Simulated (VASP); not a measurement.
**Cr: single point with LDA**

The system is Cr.

```
Cr
1.0
    -1.39387    1.39387    1.39387
     1.39387   -1.39387    1.39387
     1.39387    1.39387   -1.39387
Cr
1
Direct
  0.00000 0.00000 0.00000
```

| Property | Result |
| --- | --- |
| Program | VASP 6.6.1 |
| Task | single point |
| Functional | LDA |
| Potentials or basis | VASP PAW LDA potentials, release 64 (Cr_pv) |
| Cutoff | 520 eV |
| k mesh | 16 × 16 × 16 |
| Occupations | fermi-dirac, width 0.05 eV |
| Spin | collinear spin, ferromagnetic start |
| Starting moments | [1.5] μB |
| Dipole correction | no |
| Further INCAR settings | ALGO = Normal; EDIFF = 1e-06; NBANDS = 16 |

```json
{
  "Pressure": "0.2 GPa",
  "Band gap on the k mesh": "zero (filled and empty bands overlap)",
  "Net moment": "0.00 μB per cell",
  "Valence electrons inside the program's atomic spheres": "Cr 11.21"
}
```

Levels at points of the mesh, in eV from the Fermi level:
Spin up:
```csv
k point,band 2,band 3,band 4,band 5,band 6,band 7,band 8,band 9,band 10,band 11
"(0.00, 0.00, 0.00)",-42.21,-42.21,-7.98,-0.98,-0.98,-0.98,1.20,1.20,5.42,22.86
"(0.50, 0.00, 0.00)",-42.57,-42.22,-4.74,-2.67,1.24,1.42,1.59,3.17,5.41,10.78
"(0.50, 0.50, 0.50)",-43.00,-43.00,-4.74,-4.74,2.73,2.73,2.73,5.41,11.25,11.25
```
Spin down:
```tsv
k point	band 2	band 3	band 4	band 5	band 6	band 7	band 8	band 9	band 10	band 11
(0.00, 0.00, 0.00)	-42.21	-42.21	-7.98	-0.98	-0.98	-0.98	1.20	1.20	5.42	22.86
(0.50, 0.00, 0.00)	-42.57	-42.22	-4.74	-2.67	1.24	1.42	1.59	3.17	5.41	10.78
(0.50, 0.50, 0.50)	-43.00	-43.00	-4.74	-4.74	2.73	2.73	2.73	5.41	11.25	11.25
```

Wall time 16 s on 1 thread of Intel(R) Xeon(R) 6975P-C (Granite Rapids), with other jobs on the host, peak memory 0.14 GiB.

Caveat: the starting moments collapsed, and a magnetic state may lie lower.
